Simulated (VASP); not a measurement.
# ScAl2: single point with PBEsol

The system is ScAl2.

```
CELL_PARAMETERS angstrom
0.00000 3.91394 3.91394
3.91394 0.00000 3.91394
3.76830 3.76830 0.14564
ATOMIC_POSITIONS crystal
Sc 0.49929 0.49929 0.50212
Sc 0.75071 0.75071 0.74788
Al 0.12500 0.12500 0.12500
Al 0.62500 0.12500 0.12500
Al 0.12500 0.62500 0.12500
Al 0.12500 0.12500 0.62500
```

This cell differs from its parent crystal: biaxial strain in the a-b plane: +4.0 %, then relaxed in part.

```json
{"Program": "VASP 6.6.1", "Task": "single point", "Functional": "PBEsol", "Potentials or basis": "VASP PAW PBE potentials, release 64 (Sc_sv, Al)", "Cutoff": "520 eV", "k mesh": "8 × 8 × 8", "Occupations": "gaussian, width 0.1 eV", "Spin": "no spin polarisation"}
```

```yaml
Pressure: -4.5 GPa
Band_gap_on_the_k_mesh: zero (band 17 reaches 6.63 eV, above the bottom of band 18 at 4.43 eV)
```

Forces on the atoms (eV/Å):
```
Sc  -0.002 -0.002  0.002
Sc   0.002  0.002 -0.002
Al   0.000  0.000  0.000
Al   0.000  0.000  0.000
Al   0.000  0.000  0.000
Al   0.000  0.000  0.000
```

Stress tensor (GPa, compression positive):
```
-4.51  2.31 -2.31
 2.31 -4.51 -2.31
-2.31 -2.31 -4.51
```

Levels at points of the mesh, in eV from the Fermi level:
```tsv
k point	band 13	band 14	band 15	band 16	band 17	band 18	band 19	band 20	band 21	band 22
(0.00, 0.00, 0.00)	-2.55	-2.55	-2.16	-2.13	-1.61	-1.61	0.28	1.97	1.97	2.00
(0.50, 0.00, 0.00)	-3.35	-1.95	-1.61	-0.33	-0.25	-0.04	1.46	1.55	1.91	2.44
(0.50, 0.50, 0.00)	-3.51	-3.38	0.21	0.29	0.59	0.63	0.66	0.91	1.07	1.09
(0.00, 0.00, 0.50)	-3.60	-1.89	-1.89	-0.41	-0.08	-0.08	1.62	1.62	1.95	2.43
```

Wall time 3.6 min on 1 thread of Intel(R) Xeon(R) Platinum 8559C (Emerald Rapids), with other jobs on the host, peak memory 0.35 GiB.

Caveat: the cell differs from its parent crystal (biaxial strain in the a-b plane: +4.0 %, then relaxed in part); the PAW data sets were made with another functional, which shifts forces and pressure a little.
